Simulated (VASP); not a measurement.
**Sr2Ag: single point with PBE**

The system is Sr2Ag.

```
CELL_PARAMETERS angstrom
0.00000 4.76499 0.00000
4.76499 0.00000 0.00000
2.38250 2.38250 -8.40769
ATOMIC_POSITIONS crystal
Sr 0.50000 0.00000 0.00000
Sr 0.00000 0.50000 0.00000
Sr 0.32900 0.32900 0.34200
Sr 0.67100 0.67100 0.65800
Ag 0.13800 0.13800 0.72400
Ag 0.86200 0.86200 0.27600
```

| Property | Result |
| --- | --- |
| Program | VASP 6.6.1 |
| Task | single point |
| Functional | PBE |
| Potentials or basis | VASP PAW PBE potentials, release 64 (Sr_sv, Ag) |
| Cutoff | 520 eV |
| k mesh | 7 × 7 × 7 |
| Occupations | fermi-dirac, width 0.1 eV |
| Spin | no spin polarisation |

```json
{
  "Pressure": "5.3 GPa",
  "Largest force": "0.844 eV/Å",
  "Band gap on the k mesh": "zero (bands 31 and 32 overlap by 0.87 eV)"
}
```

Forces in eV/Å, atoms in the order of the input:
```
Sr   0.000  0.000  0.000
Sr   0.000  0.000  0.000
Sr   0.000  0.000 -0.844
Sr   0.000  0.000  0.844
Ag   0.000  0.000 -0.197
Ag   0.000  0.000  0.197
```

Stress tensor (GPa, compression positive):
```
5.14 0.00 0.00
0.00 5.14 0.00
0.00 0.00 5.69
```

Levels at points of the mesh, in eV from the Fermi level:
```
           k point  band 27  band 28  band 29  band 30  band 31  band 32  band 33  band 34  band 35  band 36
(0.00, 0.00, 0.00)    -4.88    -3.02    -2.04    -1.41     0.62     0.62     0.85     1.17     1.18     1.70
```

Run time: 4.8 min on 1 thread of AMD EPYC 7R13 Processor (Zen 3), with other jobs on the host, peak memory 0.42 GiB.

Caveat: the cell stands under pressure.
